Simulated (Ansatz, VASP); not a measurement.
## Sc: VASP beside Ansatz

Contents of INCAR:

```
SYSTEM = Sc
AGGAC = 1.0
AGGAX = 1.0
ALDAC = 0.0
ALDAX = 1.0
ALGO = Normal
EDIFF = 1E-7
EDIFFG = -0.01
ENCUT = 600
GGA = B5
IBRION = 2
ISIF = 3
ISMEAR = -1
LASPH = .TRUE.
LCHARG = .FALSE.
LREAL = .FALSE.
LWAVE = .FALSE.
NELM = 60
NSW = 80
PREC = Accurate
SIGMA = 0.1
```

KPOINTS

```
k-points
0
G
  11 11 3
  0 0 0
```

Contents of POSCAR:

```
Sc
1.0
    3.2821872170      0.0000000000      0.0000000000
   -1.6410936085      2.8424575099      0.0000000000
    0.0000000000      0.0000000000     10.7196234508
Sc
4
Direct
    0.0000000000      0.0000000000      0.0000000000
    0.0000000000      0.0000000000      0.5000000000
    0.3333333333      0.6666666667      0.2500000000
    0.6666666667      0.3333333333      0.7500000000
```

Input for Ansatz:

```yaml
crystal:
  lattice:
    - [3.282187217, 0.0, 0.0]
    - [-1.6410936085, 2.8424575099, 0.0]
    - [0.0, 0.0, 10.7196234508]
  atoms:
    - { symbol: Sc, position: [0.0, 0.0, 0.0] }
    - { symbol: Sc, position: [0.0, 0.0, 0.5] }
    - { symbol: Sc, position: [0.3333333333, 0.6666666667, 0.25] }
    - { symbol: Sc, position: [0.6666666667, 0.3333333333, 0.75] }
hamiltonian:
  xc: blyp
  pseudopotentials:
    kind: paw
    azcp:
      Sc: "pseudopotentials/Sc.paw.azcp"
basis:
  ecutwfc: 420
  fft_grid_basis: typed
kpoints:
  mp_grid: { grid: [11, 11, 3], shift: [0, 0, 0] }
magnetization:
  spin_polarized: false
scf:
  occupations: { method: fermi_dirac, width: 0.1 }
relax:
  max_steps: 60
  f_tol: 0.01
  cell: {}
```

Alike in both runs: task relaxation of cell and atoms; functional BLYP; k mesh 11 × 11 × 3; occupations fermi-dirac, width 0.1 eV; no spin polarisation.

|  | VASP | Ansatz |
| --- | --- | --- |
| version | VASP 6.6.1 | Ansatz 0.2.0 |
| potentials or method | VASP PAW PBE potentials, release 64 (Sc_sv), cutoff 600 eV | plane waves (420 eV) with PAW, scalar-relativistic |
| valence electrons in the cell | 44 | 44 |

|  | VASP | Ansatz | Ansatz less VASP |
| --- | --- | --- | --- |
| relaxed volume (Å³/atom) | 25.08 | 25.05 | -0.026 |
| relaxed cell length with the largest relative difference (Å) | 10.561 | 10.555 | -0.0065 |

VASP's potentials were made for PBE, not for BLYP.
